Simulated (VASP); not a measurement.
# HfC in VASP: notebook

The runs below take HfC through single point, with RPBE, revPBE, BLYP, PBE.

Program: VASP 6.6.1. These are calculated values, not measurements. Logs are shortened: lines on timing, memory, paths and dates and some standing lists are left out, and cuts for length are marked.

**1. The cell of the first run**

It takes space group Fm-3m (No. 225, cubic). Conventional cell: a = 4.679 Å, b = 4.679 Å, c = 4.679 Å, α = 90.00°, β = 90.00°, γ = 90.00°. Within 3.1 Å of Hf (site symmetry m-3m) lie 6 C at 2.34 Å. C (site symmetry m-3m) has 6 Hf at 2.34 Å within 3.1 Å.

**2. Single point, RPBE**

INCAR

```
SYSTEM = HfC
PREC = Accurate ; ENCUT = 520
EDIFF = 1E-7 ; ISMEAR = -1
SIGMA = 0.05 ; LREAL = .False.
LASPH = .True. ; NELM = 60
ALGO = Normal ; ISIF = 2
LWAVE = .False. ; LCHARG = .False.
GGA = RP ; NBANDS = 14
```

KPOINTS

```
Automatic mesh
0
Gamma
  10 10 10
  0 0 0
```

POSCAR

```
HfC
1.0
    0.0000000000      2.3393125023      2.3393125023
    2.3393125023      0.0000000000      2.3393125023
    2.3393125023      2.3393125023      0.0000000000
Hf C
1 1
Direct
    0.5000000000      0.5000000000      0.5000000000
    0.0000000000      0.0000000000      0.0000000000
```

Potentials or basis: VASP PAW PBE potentials, release 64 (Hf_pv, C).

Started as:

```
> cat potpaw_PBE.64/Hf_pv/POTCAR potpaw_PBE.64/C/POTCAR > POTCAR
> mpirun -np 1 vasp_std > vasp.out
```

OUTCAR:

```text
SYSTEM = HfC
   PREC = Accurate
   ENCUT = 520
   EDIFF = 1E-7
   ISMEAR = -1
   LREAL = .False.
   LASPH = .True.
   NELM = 60
   ISIF = 2
   GGA = RP

 ion  position               nearest neighbor table
   1  0.500  0.500  0.500-   2 2.34   2 2.34   2 2.34   2 2.34   2 2.34   2 2.34
   2  0.000  0.000  0.000-   1 2.34   1 2.34   1 2.34   1 2.34   1 2.34   1 2.34

  LATTYP: Found a face centered cubic cell.
 ALAT       =     4.6786250046

  Lattice vectors:

 A1 = (   0.0000000000,   2.3393125023,   2.3393125023)
 A2 = (   2.3393125023,   0.0000000000,   2.3393125023)
 A3 = (   2.3393125023,   2.3393125023,   0.0000000000)

Analysis of symmetry for initial positions (statically):
=====================================================================
 Subroutine PRICEL returns:
 Original cell was already a primitive cell.

 Routine SETGRP: Setting up the symmetry group for a
 face centered cubic supercell.

 Subroutine GETGRP returns: Found 48 space group operations
 (whereof 48 operations were pure point group operations)
 out of a pool of 48 trial point group operations.

The static configuration has the point symmetry O_h .

Analysis of symmetry for dynamics (positions and initial velocities):
=====================================================================
 Subroutine PRICEL returns:
 Original cell was already a primitive cell.

 Routine SETGRP: Setting up the symmetry group for a
 face centered cubic supercell.

 Subroutine GETGRP returns: Found 48 space group operations
 (whereof 48 operations were pure point group operations)
 out of a pool of 48 trial point group operations.

The dynamic configuration has the point symmetry O_h .

 Subroutine INISYM returns: Found 48 space group operations
 (whereof 48 operations are pure point group operations),
 and found     1 'primitive' translations

----------------------------------------------------------------------------------------

                                     Primitive cell

  volume of cell :      25.6032

  direct lattice vectors                    reciprocal lattice vectors
     0.000000000  2.339312502  2.339312502    -0.213738010  0.213738010  0.213738010
     2.339312502  0.000000000  2.339312502     0.213738010 -0.213738010  0.213738010
     2.339312502  2.339312502  0.000000000     0.213738010  0.213738010 -0.213738010

  length of vectors
     3.308287467  3.308287467  3.308287467     0.370205094  0.370205094  0.370205094

  position of ions in fractional coordinates (direct lattice)
     0.500000000  0.500000000  0.500000000
     0.000000000  0.000000000  0.000000000

  ion indices of the primitive-cell ions
   primitive index   ion index
                 1           1
                 2           2

----------------------------------------------------------------------------------------

 KPOINTS: Automatic mesh

Automatic generation of k-mesh.
 Grid dimensions read from file:
 generate k-points for:   10   10   10

 Generating k-lattice:

  Cartesian coordinates                     Fractional coordinates (reciprocal lattice)
    -0.021373801  0.021373801  0.021373801     0.100000000  0.000000000  0.000000000
     0.021373801 -0.021373801  0.021373801     0.000000000  0.100000000  0.000000000
     0.021373801  0.021373801 -0.021373801     0.000000000  0.000000000  0.100000000

  Length of vectors
     0.037020509  0.037020509  0.037020509

  Shift w.r.t. Gamma in fractional coordinates (k-lattice)
     0.000000000  0.000000000  0.000000000

 Subroutine IBZKPT returns following result:
 ===========================================

 Found     47 irreducible k-points:

 Following reciprocal coordinates:
            Coordinates               Weight
  0.000000  0.000000  0.000000      1.000000
  0.100000  0.000000  0.000000      8.000000
  0.200000  0.000000  0.000000      8.000000
  0.300000  0.000000  0.000000      8.000000
  0.400000  0.000000  0.000000      8.000000
  0.500000  0.000000  0.000000      4.000000
[... 16 lines left out ...]
  0.300000  0.300000  0.000000      6.000000
  0.400000  0.300000  0.000000     24.000000
 [... further k-points ...]
   k-points           NKPTS =     47   k-points in BZ     NKDIM =     47   number of bands    NBANDS=     14
   number of dos      NEDOS =    301   number of ions     NIONS =      2
   total plane-waves  NPLWV =  21952
   dimension x,y,z NGX =    28 NGY =   28 NGZ =   28
   dimension x,y,z NGXF=    56 NGYF=   56 NGZF=   56
   ions per type =               1   1
   NGX,Y,Z   is equivalent  to a cutoff of  14.07, 14.07, 14.07 a.u.
   NGXF,Y,Z  is equivalent  to a cutoff of  28.14, 28.14, 28.14 a.u.
 SYSTEM =  HfC
   PREC   = accura    normal or accurate (medium, high low for compatibility)
   ISTART =      0    job   : 0-new  1-cont  2-samecut
   ICHARG =      2    charge: 1-file 2-atom 10-const
   ISPIN  =      1    spin polarized calculation?
   LNONCOLLINEAR =      F non collinear calculations
   LSORBIT =      F    spin-orbit coupling
   LASPH  =      T    aspherical Exc in radial PAW
   ENCUT  =  520.0 eV  38.22 Ry    6.18 a.u.   6.15  6.15  6.15*2*pi/ulx,y,z
   NELM   =     60;   NELMIN=  2; NELMDL= -5     # of ELM steps
   EDIFF  = 0.1E-06   stopping-criterion for ELM
   LREAL  =      F    real-space projection
   EDIFFG = 0.1E-05   stopping-criterion for IOM
   NSW    =      0    number of steps for IOM
   IBRION =     -1    ionic relax: 0-MD 1-quasi-New 2-CG
   NFREE  =      0    steps in history (QN), initial steepest desc. (CG)
   ISIF   =      2    stress and relaxation
   ISYM   =      2    0-nonsym 1-usesym 2-fastsym
   POTIM  = 0.5000    time-step for ionic-motion
   TEBEG  =    0.0;   TEEND  =   0.0 temperature during run
   PSTRESS=    0.0 pullay stress
   NELECT =      14.0000    total number of electrons
   NUPDOWN=      -1.0000    fix difference up-down
   EMIN   =  10.00;   EMAX   =-10.00  energy-range for DOS
   EFERMI =   0.00;   METHOD = LEGACY
   ISMEAR =    -1;   SIGMA  =   0.05  broadening in eV -4-tet -1-fermi 0-gaus
   EFERMI_NEDOS =   21; number of points for ismear=-14 and -15
   IALGO  =     38    algorithm
   IMIX   =      4    mixing-type and parameters
     AMIX     =   0.40;   BMIX     =  1.00
     AMIX_MAG =   1.60;   BMIX_MAG =  1.00
  volume/ion in A,a.u.               =      12.80        86.39
  Fermi-wavevector in a.u.,A,eV,Ry     =   1.338708  2.529792 24.383542  1.792140
  Thomas-Fermi vector in A             =   2.467157
   LORBIT       =      0    0 simple, 1 ext, 2 COOP (PROOUT), +10 PAW based schemes
   GGA     = RP    functional components
   LHFCALC =     F    Hartree Fock is set to
   AEXX    =    0.0000 exact exchange contribution
   IVDW    =     0    specifies the selected vdW correction
   LEPSILON=     F    determine dielectric tensor
   LRPA    =     F    only Hartree local field effects (RPA)
 non-spin polarized calculation
  energy-cutoff  :      520.00
  volume of cell :       25.60
 maximum number of plane-waves:       701
 NGX is ok and might be reduce to    28
   NGX = 13   NGY = 13   NGZ = 13

 number of electron      14.0000001 magnetization

 Free energy of the ion-electron system (eV)
  ---------------------------------------------------
  ext. energy  EPLUGINS =         0.00000000
  ---------------------------------------------------
  free energy    TOTEN  =       -20.13485195 eV

  energy without entropy =      -20.13192035  energy(sigma->0) =      -20.13338615

 E-fermi :   5.9653     XC(G=0): -12.1290

 val. band max:        5.9520152559   @ k =   0.2000   0.2000   0.0000
 cond. band min:       6.0868142800   @ k =   0.5000   0.4000   0.0000
 fundamental gap:      0.1347990241
 Fermi energy:         5.9652672518

 k-point     1 :       0.0000    0.0000    0.0000
  band No.  band energies     occupation
      1     -23.7812      2.00000
      2     -23.7812      2.00000
      3     -23.7812      2.00000
      4      -6.3399      2.00000
      5       6.9108      0.00000
      6       6.9108      0.00000
      7       6.9108      0.00000
      8       7.3383      0.00000
      9       7.3383      0.00000
     10       7.3383      0.00000
     11       9.2681      0.00000
     12       9.2681      0.00000
     13      12.5241      0.00000
     14      16.8437      0.00000

 k-point     2 :       0.1000    0.0000    0.0000
  band No.  band energies     occupation
      1     -23.8445      2.00000
      2     -23.7874      2.00000
      3     -23.7874      2.00000
      4      -6.0987      2.00000
      5       5.5663      1.99932
      6       5.9486      1.16544
      7       5.9486      1.16543
      8       7.7340      0.00000
      9       7.7340      0.00000
     10       8.0726      0.00000
     11      10.3430      0.00000
     12      10.3430      0.00000
     13      13.0866      0.00000
     14      17.5211      0.00000

 k-point     3 :       0.2000    0.0000    0.0000
  band No.  band energies     occupation
      1     -24.0063      2.00000
      2     -23.8035      2.00000
      3     -23.8035      2.00000
      4      -5.4226      2.00000
      5       3.7920      2.00000
      6       4.7334      2.00000
      7       4.7334      2.00000
      8       8.4598      0.00000
      9       8.4598      0.00000
     10       8.5914      0.00000
     11      12.2917      0.00000
     12      12.2917      0.00000
     13      14.2579      0.00000
     14      19.0909      0.00000

 k-point     4 :       0.3000    0.0000    0.0000
  band No.  band energies     occupation
      1     -24.1990      2.00000
      2     -23.8233      2.00000
      3     -23.8233      2.00000
      4      -4.4401      2.00000
      5       2.0784      2.00000
      6       3.7899      2.00000
      7       3.7899      2.00000
      8       9.2521      0.00000
      9       9.5099      0.00000
     10       9.5099      0.00000
     11      14.3597      0.00000
     12      14.3597      0.00000
     13      14.9106      0.00000
     14      19.6033      0.00000

 k-point     5 :       0.4000    0.0000    0.0000
  band No.  band energies     occupation
      1     -24.3495      2.00000
      2     -23.8392      2.00000
      3     -23.8392      2.00000
      4      -3.3604      2.00000
      5       0.6134      2.00000
      6       3.2054      2.00000
      7       3.2054      2.00000
      8      10.3446      0.00000
      9      10.6228      0.00000
     10      10.6228      0.00000
     11      13.8718      0.00000
[... 276 lines left out ...]
 k-point    22 :      -0.2000    0.2000    0.0000
  band No.  band energies     occupation
      1     -24.1644      2.00000
      2     -23.9455      2.00000
      3     -23.8168      2.00000
      4      -4.2670      2.00000
      5       1.9673      2.00000
      6       3.5783      2.00000
      7       3.8813      2.00000
      8       8.8685      0.00000
      9       9.9208      0.00000
     10      11.0025      0.00000
     11      11.7399      0.00000
     12      15.3681      0.00000
     13      16.0105      0.00000
     14      19.6344      0.00000

 k-point    23 :       0.3000    0.3000    0.0000
  band No.  band energies     occupation
      1     -24.1566      2.00000
      2     -23.9222      2.00000
      3     -23.9222      2.00000
      4      -4.5708      2.00000
      5       2.1654      2.00000
      6       5.0500      2.00000
      7       5.5125      1.99977
      8       5.5125      1.99977
      9      10.3971      0.00000
     10      11.8453      0.00000
     11      11.8453      0.00000
     12      13.0970      0.00000
     13      18.0701      0.00000
     14      19.5249      0.00000

 k-point    24 :       0.4000    0.3000    0.0000
  band No.  band energies     occupation
      1     -24.2344      2.00000
      2     -23.9638      2.00000
      3     -23.9448      2.00000
      4      -4.3036      2.00000
      5       2.2288      2.00000
      6       4.1694      2.00000
      7       5.2113      2.00000
      8       6.1454      0.05303
      9      11.1914      0.00000
     10      12.2067      0.00000
     11      12.3332      0.00000
     12      13.9864      0.00000
     13      17.2787      0.00000
     14      18.4188      0.00000

 [... further k-points ...]

------------------------ aborting loop because EDIFF is reached ----------------------------------------

  FORCE on cell =-STRESS in cart. coord.  units (eV):
  Direction    XX          YY          ZZ          XY          YZ          ZX
  --------------------------------------------------------------------------------------
  -------------------------------------------------------------------------------------
  Total       -0.1230298     -0.1230298     -0.1230298      0.0000000      0.0000000     -0.0000000
  in kB       -7.6988527     -7.6988527     -7.6988527      0.0000000      0.0000000     -0.0000000
  external PRESSURE =      -7.6988527 kB  Pullay stress =       0.0000000 kB

 VOLUME and BASIS-vectors are now :
 -----------------------------------------------------------------------------
  energy-cutoff  :      520.00
  volume of cell :       25.60
      direct lattice vectors                 reciprocal lattice vectors
     0.000000000  2.339312502  2.339312502    -0.213738010  0.213738010  0.213738010
     2.339312502  0.000000000  2.339312502     0.213738010 -0.213738010  0.213738010
     2.339312502  2.339312502  0.000000000     0.213738010  0.213738010 -0.213738010

 POSITION                                       TOTAL-FORCE (eV/Angst)
 -----------------------------------------------------------------------------------
      2.33931      2.33931      2.33931         0.000000      0.000000      0.000000
      0.00000      0.00000      0.00000        -0.000000     -0.000000     -0.000000
 -----------------------------------------------------------------------------------
    total drift:                                0.000000      0.000000      0.000000

  FREE ENERGIE OF THE ION-ELECTRON SYSTEM (eV)
  ---------------------------------------------------
  free  energy   TOTEN  =       -20.1348519529 eV

  energy  without entropy=      -20.1319203450  energy(sigma->0) =      -20.13338615
```

Run time: 16 s. Hardware: 1 thread of AMD EPYC 7R13 (Zen 3), shared host; peak memory 0.13 GiB.

Results:

```yaml
Free_energy: -20.1349 eV
Pressure: -0.8 GPa
Band_gap_on_the_k_mesh: zero (band 7 reaches 6.91 eV, above the bottom of band 8 at 5.51 eV)
```

Caveat: the PAW data sets were made with another functional, which shifts forces and pressure a little; spin-orbit coupling is left out, which moves the levels of the heavy elements.

**3. Single point, revPBE**

This run uses another cell than the first one, of 12.74 Å³/atom, 0.995 times its volume.

INCAR

```
  ALGO = Normal
  EDIFF = 1E-7
  ENCUT = 520
  GGA = RE
  ISIF = 2
  ISMEAR = -1
  LASPH = T
  LCHARG = F
  LREAL = F
  LWAVE = F
  NBANDS = 14
  NELM = 60
  PREC = Accurate
  SIGMA = 0.05
```

KPOINTS

```
k-points
0
Gamma
  10 10 10
```

POSCAR

```
HfC
1.0
    0.0000000000      2.3357811288      2.3357811288
    2.3357811288      0.0000000000      2.3357811288
    2.3357811288      2.3357811288      0.0000000000
Hf C
1 1
Direct
    0.5000000000      0.5000000000      0.5000000000
    0.0000000000      0.0000000000      0.0000000000
```

Potentials or basis: VASP PAW PBE potentials, release 64 (Hf_pv, C).

Started as:

```
> cat potpaw_PBE.64/Hf_pv/POTCAR potpaw_PBE.64/C/POTCAR > POTCAR
> mpirun -np 1 vasp_std > vasp.out
```

OUTCAR:

```text
EDIFF = 1E-7
   ENCUT = 520
   GGA = RE
   ISIF = 2
   ISMEAR = -1
   LASPH = T
   LREAL = F
   NELM = 60
   PREC = Accurate

 ion  position               nearest neighbor table
   1  0.500  0.500  0.500-   2 2.34   2 2.34   2 2.34   2 2.34   2 2.34   2 2.34
   2  0.000  0.000  0.000-   1 2.34   1 2.34   1 2.34   1 2.34   1 2.34   1 2.34

  LATTYP: Found a face centered cubic cell.
 ALAT       =     4.6715622576

  Lattice vectors:

 A1 = (   0.0000000000,   2.3357811288,   2.3357811288)
 A2 = (   2.3357811288,   0.0000000000,   2.3357811288)
 A3 = (   2.3357811288,   2.3357811288,   0.0000000000)

Analysis of symmetry for initial positions (statically):
=====================================================================
 Subroutine PRICEL returns:
 Original cell was already a primitive cell.

 Routine SETGRP: Setting up the symmetry group for a
 face centered cubic supercell.

 Subroutine GETGRP returns: Found 48 space group operations
 (whereof 48 operations were pure point group operations)
 out of a pool of 48 trial point group operations.

[... 166 lines left out ...]
 fundamental gap:      0.1384725508
 Fermi energy:         5.9667090924

 k-point     1 :       0.0000    0.0000    0.0000
  band No.  band energies     occupation
      1     -23.7424      2.00000
      2     -23.7424      2.00000
      3     -23.7424      2.00000
      4      -6.3474      2.00000
      5       6.9197      0.00000
      6       6.9197      0.00000
      7       6.9197      0.00000
      8       7.3361      0.00000
      9       7.3361      0.00000
     10       7.3361      0.00000
     11       9.2832      0.00000
     12       9.2832      0.00000
     13      12.5832      0.00000
     14      16.8681      0.00000
[... 377 lines left out ...]
      1     -24.2045      2.00000
      2     -23.9284      2.00000
      3     -23.9091      2.00000
      4      -4.2991      2.00000
      5       2.2283      2.00000
      6       4.1626      2.00000
      7       5.2166      2.00000
      8       6.1476      0.05226
      9      11.2190      0.00000
     10      12.2352      0.00000
     11      12.3626      0.00000
     12      14.0421      0.00000
     13      17.3389      0.00000
     14      18.4645      0.00000

 [... further k-points ...]
[... 5 lines left out ...]
  --------------------------------------------------------------------------------------
  -------------------------------------------------------------------------------------
  Total       -0.1246195     -0.1246195     -0.1246195      0.0000000      0.0000000     -0.0000000
  in kB       -7.8337571     -7.8337571     -7.8337571      0.0000000      0.0000000     -0.0000000
  external PRESSURE =      -7.8337571 kB  Pullay stress =       0.0000000 kB

 VOLUME and BASIS-vectors are now :
 -----------------------------------------------------------------------------
  energy-cutoff  :      520.00
  volume of cell :       25.49
      direct lattice vectors                 reciprocal lattice vectors
     0.000000000  2.335781129  2.335781129    -0.214061152  0.214061152  0.214061152
     2.335781129  0.000000000  2.335781129     0.214061152 -0.214061152  0.214061152
     2.335781129  2.335781129  0.000000000     0.214061152  0.214061152 -0.214061152

 POSITION                                       TOTAL-FORCE (eV/Angst)
 -----------------------------------------------------------------------------------
      2.33578      2.33578      2.33578         0.000000     -0.000000      0.000000
      0.00000      0.00000      0.00000        -0.000000      0.000000     -0.000000
 -----------------------------------------------------------------------------------
    total drift:                                0.000000      0.000000      0.000000

  FREE ENERGIE OF THE ION-ELECTRON SYSTEM (eV)
  ---------------------------------------------------
  free  energy   TOTEN  =       -20.2941918051 eV

  energy  without entropy=      -20.2912917740  energy(sigma->0) =      -20.29274179
```

stdout:

```text
POSCAR found type information on POSCAR HfC
 POSCAR found :  2 types and       2 ions
 scaLAPACK will be used
 -----------------------------------------------------------------------------
|                                                                             |
|                                                                             |
|     You enforced a specific xc type in the INCAR file but a different       |
|     I HOPE YOU KNOW WHAT YOU ARE DOING!                                     |
|                                                                             |
 -----------------------------------------------------------------------------

 LDA part: xc-table for (Slater+PW92), standard interpolation
 POSCAR, INCAR and KPOINTS ok, starting setup
 FFT: planning ... GRIDC
 FFT: planning ... GRID_SOFT
 FFT: planning ... GRID
 WAVECAR not read
 entering main loop
```

Run time: 16 s. Hardware: 1 thread of AMD EPYC 7R13 (Zen 3), shared host; peak memory 0.13 GiB.

Results:

| Item | Value |
| --- | --- |
| Free energy | -20.2942 eV |
| Pressure | -0.8 GPa |
| Band gap on the k mesh | zero (band 7 reaches 6.92 eV, above the bottom of band 8 at 5.52 eV) |

Caveat: the PAW data sets were made with another functional, which shifts forces and pressure a little; spin-orbit coupling is left out, which moves the levels of the heavy elements.

(Part 1 of 2 ends here.)
